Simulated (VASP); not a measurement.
# GaN (P6_3mc) in VASP: notebook

The runs below take GaN through single point, with r2SCAN.

Program: VASP 6.6.1. These are calculated values, not measurements. Logs are shortened: lines on timing, memory, paths and dates and some standing lists are left out, and cuts for length are marked.

**1. The cell of the first run**

Symmetry: P6_3mc, No. 186, hexagonal system. The conventional cell has a = 3.259 Å, b = 3.259 Å, c = 5.037 Å, α = 90.00°, β = 90.00°, γ = 120.00°. Within 2.5 Å of Ga (site symmetry 3m) lie 4 N at 1.89 to 1.98 Å. Within 2.5 Å of N (site symmetry 3m) lie 4 Ga at 1.89 to 1.98 Å.

**2. Single point, r2SCAN (strain +0.025 along x and y, -0.025 along z)**

POSCAR reads:

```
GaN
1.0
    3.2594996520      0.0000000000      0.0000000000
   -1.6297498260      2.8228095022      0.0000000000
    0.0000000000      0.0000000000      5.0368500000
Ga N
2 2
Direct
    0.3333333333      0.6666666667      0.0000000000
    0.6666666667      0.3333333333      0.5000000000
    0.3333333333      0.6666666667      0.3750000000
    0.6666666667      0.3333333333      0.8750000000
```

INCAR.step1 reads:

```
PREC = Accurate ; ENCUT = 520
ISMEAR = 0 ; SIGMA = 0.05
LREAL = False ; LASPH = True
NELM = 100 ; NBANDS = 26
GGA = PE ; ALGO = Normal
EDIFF = 1E-4 ; LWAVE = True
LCHARG = False
```

INCAR.step2 reads:

```
PREC = Accurate ; ENCUT = 520
EDIFF = 1E-6 ; ISMEAR = 0
SIGMA = 0.05 ; LREAL = False
LASPH = True ; NELM = 100
ALGO = Normal ; ISIF = 2
LWAVE = False ; LCHARG = False
METAGGA = R2SCAN ; LMIXTAU = True
NBANDS = 26 ; ISTART = 1
```

KPOINTS reads:

```
regular mesh
0
Gamma
  12 12 6
```

Potentials or basis: VASP PAW PBE potentials, release 64 (Ga_d, N).

Launch:

```sh
> cat potpaw_PBE.64/Ga_d/POTCAR potpaw_PBE.64/N/POTCAR > POTCAR
> cp INCAR.step1 INCAR
> mpirun -np 1 vasp_std > vasp.out
> cp INCAR.step2 INCAR
> mpirun -np 1 vasp_std > vasp.out
```

OUTCAR:

```text
PREC = Accurate
   ENCUT = 520
   EDIFF = 1E-6
   ISMEAR = 0
   LREAL = False
   LASPH = True
   NELM = 100
   ISIF = 2
   METAGGA = R2SCAN
   ISTART = 1

 ion  position               nearest neighbor table
   1  0.333  0.667  0.000-   3 1.89   4 1.98   4 1.98   4 1.98
   2  0.667  0.333  0.500-   4 1.89   3 1.98   3 1.98   3 1.98
   3  0.333  0.667  0.375-   1 1.89   2 1.98   2 1.98   2 1.98
   4  0.667  0.333  0.875-   2 1.89   1 1.98   1 1.98   1 1.98

  LATTYP: Found a hexagonal cell.
 ALAT       =     3.2594996520
 C/A-ratio  =     1.5452831838

  Lattice vectors:

 A1 = (   3.2594996520,   0.0000000000,   0.0000000000)
 A2 = (  -1.6297498260,   2.8228095022,   0.0000000000)
 A3 = (   0.0000000000,   0.0000000000,   5.0368500000)

Analysis of symmetry for initial positions (statically):
=====================================================================
 Subroutine PRICEL returns:
 Original cell was already a primitive cell.

 Routine SETGRP: Setting up the symmetry group for a
 hexagonal supercell.

 Subroutine GETGRP returns: Found 12 space group operations
 (whereof  6 operations were pure point group operations)
 out of a pool of 24 trial point group operations.

The static configuration has the point symmetry C_3v.
 The point group associated with its full space group is C_6v.

Analysis of symmetry for dynamics (positions and initial velocities):
=====================================================================
 Subroutine PRICEL returns:
 Original cell was already a primitive cell.

 Routine SETGRP: Setting up the symmetry group for a
 hexagonal supercell.

 Subroutine GETGRP returns: Found 12 space group operations
 (whereof  6 operations were pure point group operations)
 out of a pool of 24 trial point group operations.

The dynamic configuration has the point symmetry C_3v.
 The point group associated with its full space group is C_6v.

 Subroutine INISYM returns: Found 12 space group operations
 (whereof  6 operations are pure point group operations),
 and found     1 'primitive' translations

----------------------------------------------------------------------------------------

                                     Primitive cell

  volume of cell :      46.3438

  direct lattice vectors                    reciprocal lattice vectors
     3.259499652  0.000000000  0.000000000     0.306795554  0.177128495  0.000000000
    -1.629749826  2.822809502  0.000000000     0.000000000  0.354256991  0.000000000
     0.000000000  0.000000000  5.036850000     0.000000000  0.000000000  0.198536784

  length of vectors
     3.259499652  3.259499652  5.036850000     0.354256991  0.354256991  0.198536784

  position of ions in fractional coordinates (direct lattice)
     0.333333333  0.666666667  0.000000000
     0.666666667  0.333333333  0.500000000
     0.333333333  0.666666667  0.375000000
     0.666666667  0.333333333  0.875000000

  ion indices of the primitive-cell ions
   primitive index   ion index
                 1           1
                 2           2
                 3           3
                 4           4

----------------------------------------------------------------------------------------

 KPOINTS: regular mesh

Automatic generation of k-mesh.
 Grid dimensions read from file:
 generate k-points for:   12   12    6

 Generating k-lattice:

  Cartesian coordinates                     Fractional coordinates (reciprocal lattice)
     0.025566296  0.014760708  0.000000000     0.083333333  0.000000000  0.000000000
     0.000000000  0.029521416  0.000000000     0.000000000  0.083333333  0.000000000
     0.000000000  0.000000000  0.033089464     0.000000000  0.000000000  0.166666667

  Length of vectors
     0.029521416  0.029521416  0.033089464

  Shift w.r.t. Gamma in fractional coordinates (k-lattice)
     0.000000000  0.000000000  0.000000000

 Subroutine IBZKPT returns following result:
 ===========================================

 Found     76 irreducible k-points:

 Following reciprocal coordinates:
            Coordinates               Weight
  0.000000  0.000000  0.000000      1.000000
  0.083333 -0.000000  0.000000      6.000000
  0.166667 -0.000000  0.000000      6.000000
  0.250000 -0.000000  0.000000      6.000000
  0.333333 -0.000000  0.000000      6.000000
  0.416667 -0.000000  0.000000      6.000000
[... 16 lines left out ...]
  0.250000 -0.000000  0.166667     12.000000
  0.333333 -0.000000  0.166667     12.000000
 [... further k-points ...]
   k-points           NKPTS =     76   k-points in BZ     NKDIM =     76   number of bands    NBANDS=     26
   number of dos      NEDOS =    301   number of ions     NIONS =      4
   total plane-waves  NPLWV =  23040
   dimension x,y,z NGX =    24 NGY =   24 NGZ =   40
   dimension x,y,z NGXF=    48 NGYF=   48 NGZF=   80
   ions per type =               2   2
   NGX,Y,Z   is equivalent  to a cutoff of  12.24, 12.24, 13.20 a.u.
   NGXF,Y,Z  is equivalent  to a cutoff of  24.48, 24.48, 26.40 a.u.
 SYSTEM =  unknown system
   PREC   = accura    normal or accurate (medium, high low for compatibility)
   ISTART =      1    job   : 0-new  1-cont  2-samecut
   ICHARG =      0    charge: 1-file 2-atom 10-const
   ISPIN  =      1    spin polarized calculation?
   LNONCOLLINEAR =      F non collinear calculations
   LSORBIT =      F    spin-orbit coupling
   LASPH  =      T    aspherical Exc in radial PAW
   ENCUT  =  520.0 eV  38.22 Ry    6.18 a.u.   6.06  6.06  9.37*2*pi/ulx,y,z
   NELM   =    100;   NELMIN=  2; NELMDL=  0     # of ELM steps
   EDIFF  = 0.1E-05   stopping-criterion for ELM
   LREAL  =      F    real-space projection
   EDIFFG = 0.1E-04   stopping-criterion for IOM
   NSW    =      0    number of steps for IOM
   IBRION =     -1    ionic relax: 0-MD 1-quasi-New 2-CG
   NFREE  =      0    steps in history (QN), initial steepest desc. (CG)
   ISIF   =      2    stress and relaxation
   ISYM   =      2    0-nonsym 1-usesym 2-fastsym
   POTIM  = 0.5000    time-step for ionic-motion
   TEBEG  =    0.0;   TEEND  =   0.0 temperature during run
   PSTRESS=    0.0 pullay stress
   NELECT =      36.0000    total number of electrons
   NUPDOWN=      -1.0000    fix difference up-down
   EMIN   =  10.00;   EMAX   =-10.00  energy-range for DOS
   EFERMI =   0.00;   METHOD = LEGACY
   ISMEAR =     0;   SIGMA  =   0.05  broadening in eV -4-tet -1-fermi 0-gaus
   EFERMI_NEDOS =   21; number of points for ismear=-14 and -15
   IALGO  =     38    algorithm
   IMIX   =      4    mixing-type and parameters
     AMIX     =   0.40;   BMIX     =  1.00
     AMIX_MAG =   1.60;   BMIX_MAG =  1.00
  volume/ion in A,a.u.               =      11.59        78.19
  Fermi-wavevector in a.u.,A,eV,Ry     =   1.504914  2.843876 30.814034  2.264768
  Thomas-Fermi vector in A             =   2.615832
   LORBIT       =      0    0 simple, 1 ext, 2 COOP (PROOUT), +10 PAW based schemes
   METAGGA = R2SCAN    functional components
   LHFCALC =     F    Hartree Fock is set to
   AEXX    =    0.0000 exact exchange contribution
   IVDW    =     0    specifies the selected vdW correction
   LEPSILON=     F    determine dielectric tensor
   LRPA    =     F    only Hartree local field effects (RPA)
 non-spin polarized calculation
 Gauss-broadening in eV      SIGMA  =   0.05
  energy-cutoff  :      520.00
  volume of cell :       46.34
 maximum number of plane-waves:      1266
   NGX = 13   NGY = 13   NGZ = 19

 number of electron      36.0000007 magnetization

 Free energy of the ion-electron system (eV)
  ---------------------------------------------------
  ext. energy  EPLUGINS =         0.00000000
  ---------------------------------------------------
  free energy    TOTEN  =       -43.70233823 eV

  energy without entropy =      -43.70233823  energy(sigma->0) =      -43.70233823

 E-fermi :   5.1763     XC(G=0): -12.5478

 val. band max:        4.9322299373   @ k =   0.0000   0.0000   0.0000
 cond. band min:       7.1436829336   @ k =   0.0000   0.0000   0.0000
 fundamental gap:      2.2114529964
 Fermi energy:         5.1763378497

 k-point     1 :       0.0000    0.0000    0.0000
  band No.  band energies     occupation
      1     -11.7740      2.00000
      2     -10.7747      2.00000
      3      -8.9202      2.00000
      4      -8.8925      2.00000
      5      -8.8925      2.00000
      6      -8.8142      2.00000
[... 18 lines left out ...]
     25      17.0141      0.00000
     26      17.3388      0.00000

 k-point     2 :       0.0833   -0.0000    0.0000
  band No.  band energies     occupation
      1     -11.7114      2.00000
      2     -10.7607      2.00000
      3      -8.9101      2.00000
      4      -8.8845      2.00000
      5      -8.8730      2.00000
      6      -8.8074      2.00000
[... 18 lines left out ...]
     25      17.1766      0.00000
     26      17.4156      0.00000

 k-point     3 :       0.1667   -0.0000    0.0000
  band No.  band energies     occupation
      1     -11.5394      2.00000
      2     -10.7260      2.00000
      3      -8.8858      2.00000
      4      -8.8653      2.00000
      5      -8.8186      2.00000
      6      -8.7689      2.00000
[... 18 lines left out ...]
     25      17.4075      0.00000
     26      17.5609      0.00000

 k-point     4 :       0.2500   -0.0000    0.0000
  band No.  band energies     occupation
      1     -11.3056      2.00000
      2     -10.6867      2.00000
      3      -8.8604      2.00000
      4      -8.8468      2.00000
      5      -8.7819      2.00000
      6      -8.7238      2.00000
[... 18 lines left out ...]
     25      17.0821      0.00000
     26      18.0609      0.00000
[... 496 lines left out ...]
      1     -11.4610      2.00000
      2     -10.7490      2.00000
      3      -8.8833      2.00000
      4      -8.8617      2.00000
      5      -8.8174      2.00000
      6      -8.7779      2.00000
[... 18 lines left out ...]
     25      16.7151      0.00000
     26      17.2997      0.00000

 k-point    23 :       0.2500   -0.0000    0.1667
  band No.  band energies     occupation
      1     -11.2401      2.00000
      2     -10.7007      2.00000
      3      -8.8630      2.00000
      4      -8.8397      2.00000
      5      -8.7916      2.00000
      6      -8.7328      2.00000
[... 18 lines left out ...]
     25      16.7857      0.00000
     26      17.8693      0.00000

 k-point    24 :       0.3333   -0.0000    0.1667
  band No.  band energies     occupation
      1     -11.0296      2.00000
      2     -10.6639      2.00000
      3      -8.8505      2.00000
      4      -8.8265      2.00000
      5      -8.7692      2.00000
      6      -8.6888      2.00000
[... 18 lines left out ...]
     25      17.0013      0.00000
     26      18.5390      0.00000

 [... further k-points ...]

------------------------ aborting loop because EDIFF is reached ----------------------------------------

  FORCE on cell =-STRESS in cart. coord.  units (eV):
  Direction    XX          YY          ZZ          XY          YZ          ZX
  --------------------------------------------------------------------------------------
  -------------------------------------------------------------------------------------
  Total       -2.6141812     -2.6141812      3.7760606      0.0000000      0.0000000      0.0000000
  in kB      -90.3763373    -90.3763373    130.5443298      0.0000000      0.0000000      0.0000000
  external PRESSURE =     -16.7361149 kB  Pullay stress =       0.0000000 kB

 VOLUME and BASIS-vectors are now :
 -----------------------------------------------------------------------------
  energy-cutoff  :      520.00
  volume of cell :       46.34
      direct lattice vectors                 reciprocal lattice vectors
     3.259499652  0.000000000  0.000000000     0.306795554  0.177128495  0.000000000
    -1.629749826  2.822809502  0.000000000     0.000000000  0.354256991  0.000000000
     0.000000000  0.000000000  5.036850000     0.000000000  0.000000000  0.198536784

 POSITION                                       TOTAL-FORCE (eV/Angst)
 -----------------------------------------------------------------------------------
     -0.00000      1.88187      0.00000         0.000000      0.000000     -0.777724
      1.62975      0.94094      2.51843        -0.000000     -0.000000     -0.777724
     -0.00000      1.88187      1.88882         0.000000      0.000000      0.777724
      1.62975      0.94094      4.40724         0.000000      0.000000      0.777724
 -----------------------------------------------------------------------------------
    total drift:                                0.000002      0.000003     -0.003871

  FREE ENERGIE OF THE ION-ELECTRON SYSTEM (eV)
  ---------------------------------------------------
  free  energy   TOTEN  =       -43.7023382346 eV

  energy  without entropy=      -43.7023382346  energy(sigma->0) =      -43.70233823
```

It took 3.9 min on 1 thread of Intel Xeon 6975P-C (Granite Rapids), shared host; peak memory 0.22 GiB.

Results:

| Quantity | Value |
| --- | --- |
| Free energy | -43.7023 eV |
| Pressure | -1.7 GPa |
| Largest force | 0.778 eV/Å |
| Band gap on the k mesh | 2.21 eV |

Forces in eV/Å, atoms in the order of the input:
```
Ga   0.000  0.000 -0.778
Ga   0.000  0.000 -0.778
N    0.000  0.000  0.778
N    0.000  0.000  0.778
```

Levels at points of the mesh, in eV from the valence-band top:
```
           k point  band 16  band 17  band 18  band 19  band 20  band 21
(0.00, 0.00, 0.00)    -0.07    -0.07     0.00     2.21     4.18    10.00
(0.50, 0.00, 0.00)    -3.00    -2.29    -0.93     5.14     5.99     6.79
(0.00, 0.00, 0.50)    -0.71    -0.71    -0.71     4.43     4.43     9.37
(0.50, 0.00, 0.50)    -2.06    -1.78    -1.78     4.87     4.87     8.44
```

Caveat: the cell differs from its parent crystal (strain +0.025 along x and y, -0.025 along z); the stress differs along the axes, from -9 to 13 GPa; the PAW data sets were made with another functional, which shifts forces and pressure a little.

**3. Single point, r2SCAN (strain +0.000 along x and y, +0.025 along z)**

POSCAR reads:

```
GaN
1.0
    3.1799996605      0.0000000000      0.0000000000
   -1.5899998303      2.7539604900      0.0000000000
    0.0000000000      0.0000000000      5.2951500000
Ga N
2 2
Direct
    0.3333333333      0.6666666667      0.0000000000
    0.6666666667      0.3333333333      0.5000000000
    0.3333333333      0.6666666667      0.3750000000
    0.6666666667      0.3333333333      0.8750000000
```

INCAR.step1, as its differences from that of step 2:

```diff
@@ -3,3 +3,3 @@
 LREAL = False ; LASPH = True
-NELM = 100 ; NBANDS = 26
+NELM = 60 ; NBANDS = 26
 GGA = PE ; ALGO = Normal
```

INCAR.step2, as its differences from that of step 2:

```diff
@@ -3,3 +3,3 @@
 SIGMA = 0.05 ; LREAL = False
-LASPH = True ; NELM = 100
+LASPH = True ; NELM = 60
 ALGO = Normal ; ISIF = 2
```

KPOINTS reads:

```
Automatic mesh
0
Gamma
  12 12 6
```

Potentials or basis: VASP PAW PBE potentials, release 64 (Ga_d, N).

Launch:

```sh
> cat potpaw_PBE.64/Ga_d/POTCAR potpaw_PBE.64/N/POTCAR > POTCAR
> cp INCAR.step1 INCAR
> mpirun -np 1 vasp_std > vasp.out
> cp INCAR.step2 INCAR
> mpirun -np 1 vasp_std > vasp.out
```

It took 3.8 min on 1 thread of Intel Xeon 6975P-C (Granite Rapids), shared host; peak memory 0.21 GiB.

The run converged. Its results:

- Free energy: -43.8020 eV
- Pressure: -2.5 GPa
- Largest force: 0.089 eV/Å
- Band gap on the k mesh: 2.13 eV

Forces in eV/Å, atoms in the order of the input:
```
Ga   0.000  0.000  0.089
Ga   0.000  0.000  0.089
N    0.000  0.000 -0.089
N    0.000  0.000 -0.089
```

Stress tensor (GPa, compression positive):
```
-0.01  0.00  0.00
 0.00 -0.01  0.00
 0.00  0.00 -7.56
```

Levels at points of the mesh, in eV from the valence-band top:
```tsv
k point	band 15	band 16	band 17	band 18	band 19	band 20	band 21	band 22
(0.00, 0.00, 0.00)	-0.97	-0.14	0.00	0.00	2.13	4.87	9.64	10.64
(0.50, 0.00, 0.00)	-4.24	-2.71	-2.23	-1.05	5.64	5.95	6.29	9.05
(0.00, 0.00, 0.50)	-0.50	-0.50	-0.50	-0.50	4.67	4.67	8.94	8.94
(0.50, 0.00, 0.50)	-2.03	-2.03	-1.94	-1.94	4.73	4.73	8.23	8.23
```

Caveat: the cell differs from its parent crystal (strain +0.000 along x and y, +0.025 along z); the stress differs along the axes, from -8 to -0 GPa; the PAW data sets were made with another functional, which shifts forces and pressure a little.
